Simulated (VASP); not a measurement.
# Sc3AlP (P-6m2) in VASP: notebook, part 2 of 2

VASP 6.6.1. The steps go on from the part before.

### 3 Single point, PBE

This run uses another cell than the first one, of 21.85 Å³/atom.

INCAR reads:

```
PREC     = Accurate       # precision mode
ENCUT    = 520            # plane-wave cutoff, eV
EDIFF    = 1E-6           # SCF threshold, eV
ISMEAR   = 0              # smearing method
SIGMA    = 0.1            # smearing width, eV
LREAL    = F              # projectors in reciprocal space
LASPH    = T              # aspherical terms in the spheres
NELM     = 80             # most SCF steps
ALGO     = Normal         # electronic algorithm
ISIF     = 2              # what is computed and relaxed
LWAVE    = F              # write WAVECAR
LCHARG   = T              # write CHGCAR
GGA      = PE             # functional
LELF     = T              # ELF
LVHAR    = T            
NBANDS   = 28             # bands
```

KPOINTS reads:

```
regular mesh
0
Gamma
  6 6 4
```

POSCAR reads:

```
Sc3AlP
1.0
    4.5240529526      0.0000000000      0.0000000000
   -2.2620264763      3.9179447850      0.0000000000
    0.0000000000      0.0000000000      6.1644384269
Sc Al P
3 1 1
Direct
    0.6666666667      0.3333333333      0.2673934336
    0.6666666667      0.3333333333      0.7326065664
    0.0000000000      0.0000000000      0.0000000000
    0.3333333333      0.6666666667      0.0000000000
    0.0000000000      0.0000000000      0.5000000000
```

Potentials or basis: VASP PAW PBE potentials, release 64 (Sc_sv, Al, P).

The run is started by

```bash
> cat potpaw_PBE.64/Sc_sv/POTCAR potpaw_PBE.64/Al/POTCAR potpaw_PBE.64/P/POTCAR > POTCAR
> mpirun -np 1 vasp_std > vasp.out
```

Wall time 2.2 min (1 thread of Intel Xeon 8259CL, shared host); peak memory 0.26 GiB.

The run converged. Its results:

| Quantity | Value |
| --- | --- |
| Free energy | -29.5898 eV |
| Pressure | 0.1 GPa |
| Largest force | 0.009 eV/Å |
| Band gap on the k mesh | zero (an odd number of electrons rules out a gap without spin polarisation) |

Forces in eV/Å, atoms in the order of the input:
```
Sc   0.000  0.000 -0.009
Sc   0.000  0.000  0.009
Sc   0.000  0.000  0.000
Al   0.000  0.000  0.000
P    0.000  0.000  0.000
```

Levels at points of the mesh, in eV from the Fermi level:
| k point | band 18 | band 19 | band 20 | band 21 | band 22 | band 23 |
| --- | --- | --- | --- | --- | --- | --- |
| (0.00, 0.00, 0.00) | -1.05 | -1.05 | -0.68 | -0.19 | -0.19 | 0.38 |
| (0.50, 0.00, 0.00) | -1.94 | -1.58 | -1.03 | -0.72 | 0.40 | 0.51 |
| (0.00, 0.00, 0.50) | -1.62 | -1.62 | -0.96 | 0.24 | 0.24 | 0.56 |
| (0.50, 0.00, 0.50) | -2.24 | -0.67 | -0.60 | 0.04 | 0.37 | 0.46 |

### 4 Relaxation of cell and atoms, PBE

INCAR reads:

```
PREC = Accurate
ENCUT = 600
EDIFF = 1E-6
ISMEAR = 0
SIGMA = 0.1
LREAL = False
LASPH = True
NELM = 60
ALGO = Normal
ISIF = 3
LWAVE = False
LCHARG = False
GGA = PE
IBRION = 2
NSW = 90
EDIFFG = -0.04
```

KPOINTS reads:

```
Automatic mesh
0
Gamma
  6 6 4
```

POSCAR reads:

```
Sc3AlP
1.0
    4.2991916800      0.0000000000      0.0000000000
   -2.1495958400      3.7232092100      0.0000000000
    0.0000000000      0.0000000000      5.1598958200
Sc Al P
3 1 1
Direct
    0.6666666700      0.3333333300      0.2489190000
    0.6666666700      0.3333333300      0.7510810000
    0.0000000000      0.0000000000      0.0000000000
    0.3333333300      0.6666666700      0.0000000000
    0.0000000000      0.0000000000      0.5000000000
```

The run is started by

```bash
> cat potpaw_PBE.64/Sc_sv/POTCAR potpaw_PBE.64/Al/POTCAR potpaw_PBE.64/P/POTCAR > POTCAR
> mpirun -np 1 vasp_std > vasp.out
```

Wall time 9.2 min (1 thread of Intel Xeon 8259CL, shared host); peak memory 0.26 GiB.

Results (log left out):

```yaml
Free_energy: -29.5828 eV
Relaxed_volume: 21.89 Å³/atom
Relaxed_cell: a = 4.529 Å, b = 4.529 Å, c = 6.161 Å, α = 90.00°, β = 90.00°, γ = 120.00°
Space_group_after_relaxing_to_0.1_Å: P-6m2 (No. 187)
Energy_gained_by_relaxing: 528.3 meV/atom
Ionic_steps: 8
Pressure_after_relaxing: -0.1 GPa
Largest_force_after_relaxing: 0.020 eV/Å
Band_gap_on_the_k_mesh: zero (an odd number of electrons rules out a gap without spin polarisation)
```

Forces in eV/Å, atoms in the order of the input:
```
Sc   0.000  0.000 -0.020
Sc   0.000  0.000  0.020
Sc   0.000  0.000  0.000
Al   0.000  0.000  0.000
P    0.000  0.000  0.000
```

Stress tensor (GPa, compression positive):
```
-0.12  0.00  0.00
 0.00 -0.12  0.00
 0.00  0.00  0.08
```

Step by step:
| step | energy change (eV) | largest force (eV/Å) | pressure (GPa) | volume (Å³) |
| --- | --- | --- | --- | --- |
| 1 | 0.0000 | 2.6183 | 32.64 | 82.59 |
| 2 | -1.8353 | 1.0526 | -8.19 | 129.63 |
| 3 | -2.4539 | 0.3630 | -0.31 | 109.80 |
| 4 | -2.5996 | 0.0582 | -0.56 | 110.35 |
| 5 | -2.6268 | 0.3266 | -0.58 | 110.60 |
| 6 | -2.6380 | 0.1871 | 0.10 | 109.30 |
| 7 | -2.6395 | 0.1172 | 0.46 | 108.65 |
| 8 | -2.6417 | 0.0203 | -0.05 | 109.43 |

Final structure:
```yaml
crystal:
  lattice:
    - [4.52881, 0.00000, 0.00000]
    - [-2.26441, 3.92207, 0.00000]
    - [0.00000, 0.00000, 6.16066]
  atoms:
    - { symbol: Sc, position: [0.66667, 0.33333, 0.26738] }
    - { symbol: Sc, position: [0.66667, 0.33333, 0.73262] }
    - { symbol: Sc, position: [0.00000, 0.00000, 0.00000] }
    - { symbol: Al, position: [0.33333, 0.66667, 0.00000] }
    - { symbol: P, position: [0.00000, 0.00000, 0.50000] }
```

Levels at points of the mesh, in eV from the Fermi level:
| k point | band 16 | band 17 | band 18 | band 19 | band 20 | band 21 | band 22 | band 23 | band 24 |
| --- | --- | --- | --- | --- | --- | --- | --- | --- | --- |
| (0.00, 0.00, 0.00) | -2.46 | -2.46 | -1.05 | -1.05 | -0.68 | -0.18 | -0.18 | 0.38 | 0.38 |
| (0.50, 0.00, 0.00) | -2.73 | -2.24 | -1.94 | -1.57 | -1.03 | -0.72 | 0.40 | 0.51 | 0.81 |
| (0.00, 0.00, 0.50) | -2.26 | -2.26 | -1.62 | -1.62 | -0.96 | 0.25 | 0.25 | 0.56 | 0.63 |
| (0.50, 0.00, 0.50) | -3.86 | -2.28 | -2.24 | -0.66 | -0.60 | 0.04 | 0.37 | 0.46 | 0.66 |

Caveat: the volume moved by over 15 % at a fixed basis, so the end points are rough.

### 5 Single point, PBE, collinear spin

This run uses another cell than the first one, of 21.85 Å³/atom.

INCAR reads:

```
ALGO     = Normal         # electronic algorithm
EDIFF    = 1E-6           # SCF threshold, eV
ENCUT    = 520            # plane-wave cutoff, eV
GGA      = PE             # functional
ISIF     = 2              # what is computed and relaxed
ISMEAR   = 0              # smearing method
ISPIN    = 2              # spin polarisation
LASPH    = T              # aspherical terms in the spheres
LCHARG   = T              # write CHGCAR
LELF     = T              # ELF
LMAXMIX  = 4              # l up to which the mixer works
LORBIT   = 11             # projections on sites
LREAL    = F              # projectors in reciprocal space
LVHAR    = T            
LWAVE    = F              # write WAVECAR
MAGMOM   = 1 1 1 0 0      # initial moments
NBANDS   = 32             # bands
NELM     = 150            # most SCF steps
PREC     = Accurate       # precision mode
SIGMA    = 0.1            # smearing width, eV
```

KPOINTS reads:

```
k-points
0
Gamma
  6 6 4
```

POSCAR reads:

```
Sc3AlP
1.0
    4.5240529526      0.0000000000      0.0000000000
   -2.2620264763      3.9179447850      0.0000000000
    0.0000000000      0.0000000000      6.1644384269
Sc Al P
3 1 1
Direct
    0.6666666667      0.3333333333      0.2673934336
    0.6666666667      0.3333333333      0.7326065664
    0.0000000000      0.0000000000      0.0000000000
    0.3333333333      0.6666666667      0.0000000000
    0.0000000000      0.0000000000      0.5000000000
```

Potentials or basis: VASP PAW PBE potentials, release 64 (Sc_sv, Al, P).

The run is started by

```bash
> cat potpaw_PBE.64/Sc_sv/POTCAR potpaw_PBE.64/Al/POTCAR potpaw_PBE.64/P/POTCAR > POTCAR
> mpirun -np 1 vasp_std > vasp.out
```

OUTCAR:

```text
EDIFF = 1E-6
   ENCUT = 520
   GGA = PE
   ISIF = 2
   ISMEAR = 0
   ISPIN = 2
   LASPH = T
   LORBIT = 11
   LREAL = F
   NELM = 150
   PREC = Accurate

 ion  position               nearest neighbor table
   1  0.667  0.333  0.267-   2 2.87   5 2.98   5 2.98   5 2.98   4 3.09   3 3.09   4 3.09   3 3.09
                             3 3.09   4 3.09   2 3.30
   2  0.667  0.333  0.733-   1 2.87   5 2.98   5 2.98   5 2.98   4 3.09   3 3.09   4 3.09   3 3.09
                             3 3.09   4 3.09   1 3.30
   3  0.000  0.000  0.000-   4 2.61   4 2.61   4 2.61   5 3.08   5 3.08   1 3.09   2 3.09   2 3.09
                             1 3.09   2 3.09   1 3.09
[... 1705 lines left out ...]

 POSITION                                       TOTAL-FORCE (eV/Angst)
 -----------------------------------------------------------------------------------
      2.26203      1.30598      1.64833         0.000000     -0.000000     -0.008793
      2.26203      1.30598      4.51611         0.000000      0.000000      0.008793
      0.00000      0.00000      0.00000        -0.000000      0.000000      0.000000
     -0.00000      2.61196      0.00000        -0.000000      0.000000      0.000000
      0.00000      0.00000      3.08222        -0.000000      0.000000      0.000000
 -----------------------------------------------------------------------------------
    total drift:                               -0.000001      0.000000      0.000000

  FREE ENERGIE OF THE ION-ELECTRON SYSTEM (eV)
  ---------------------------------------------------
  free  energy   TOTEN  =       -29.5897780791 eV

  energy  without entropy=      -29.5657969084  energy(sigma->0) =      -29.57778749

 total charge

# of ion       s       p       d       tot
------------------------------------------
    1        2.212   6.114   1.030   9.356
    2        2.212   6.114   1.030   9.356
    3        2.276   6.153   1.187   9.616
    4        0.465   0.434   0.000   0.899
    5        1.026   1.397   0.000   2.422
--------------------------------------------------
tot          8.192  20.212   3.247  31.650

 magnetization (x)

# of ion       s       p       d       tot
------------------------------------------
    1        0.000   0.000   0.000   0.000
    2        0.000   0.000   0.000   0.000
    3        0.000   0.000   0.000   0.000
    4       -0.000  -0.000   0.000  -0.000
    5       -0.000  -0.000   0.000  -0.000
--------------------------------------------------
tot          0.000  -0.000   0.001   0.001
```

stdout:

```text
POSCAR found type information on POSCAR ScAlP
 POSCAR found :  3 types and       5 ions
 scaLAPACK will be used
 LDA part: xc-table for (Slater+PW92), standard interpolation
 POSCAR, INCAR and KPOINTS ok, starting setup
 FFT: planning ... GRIDC
 FFT: planning ... GRID_SOFT
 FFT: planning ... GRID
 WAVECAR not read
 entering main loop
```

Run time: 5.1 min. Hardware: 1 thread of Intel Xeon 8259CL, shared host; peak memory 0.35 GiB.

What came out:

```
Free energy                                           : -29.5898 eV
Pressure                                              : 0.1 GPa
Largest force                                         : 0.009 eV/Å
Net moment                                            : 0.00 μB per cell
Valence electrons inside the program's atomic spheres : Sc 9.36, 9.62 (each value once); Al 0.90; P 2.42
```

Forces on the atoms (eV/Å):
```
Sc   0.000  0.000 -0.009
Sc   0.000  0.000  0.009
Sc   0.000  0.000  0.000
Al   0.000  0.000  0.000
P    0.000  0.000  0.000
```

### 6 Overview

```tsv
task	spin	cell	cutoff (eV)	gap on the mesh (eV)	pressure (GPa)	largest force (eV/Å)
single point	off	a = 4.299, b = 4.299, c = 5.160 Å, angles 90.0, 90.0, 120.0°, 5 atoms, atomic positions A	520	none	32.6	2.62
single point	off	a = 4.524, b = 4.524, c = 6.164 Å, angles 90.0, 90.0, 120.0°, 5 atoms, atomic positions B	520	none	0.1	0.01
relaxation of cell and atoms	off	relaxed from a = 4.299, b = 4.299, c = 5.160 Å, angles 90.0, 90.0, 120.0°, 5 atoms, atomic positions A	600	none	-0.1	0.02
single point	collinear	a = 4.524, b = 4.524, c = 6.164 Å, angles 90.0, 90.0, 120.0°, 5 atoms, atomic positions B	520	none	0.1	0.01
```

Alike in all rows: level PBE; potentials or basis VASP PAW PBE potentials, release 64 (Sc_sv, Al, P); k mesh 6 × 6 × 4; smearing gaussian 0.1 eV.

Caveats: the stress differs along the axes, from 29 to 39 GPa (at least some runs); forces of over 1 eV/Å act on the atoms, so gaps and moduli don't describe the material at rest (at least some runs); the volume moved by over 15 % at a fixed basis, so the end points are rough (at least some runs).

Absolute energies hang on the potentials; compare differences alone.
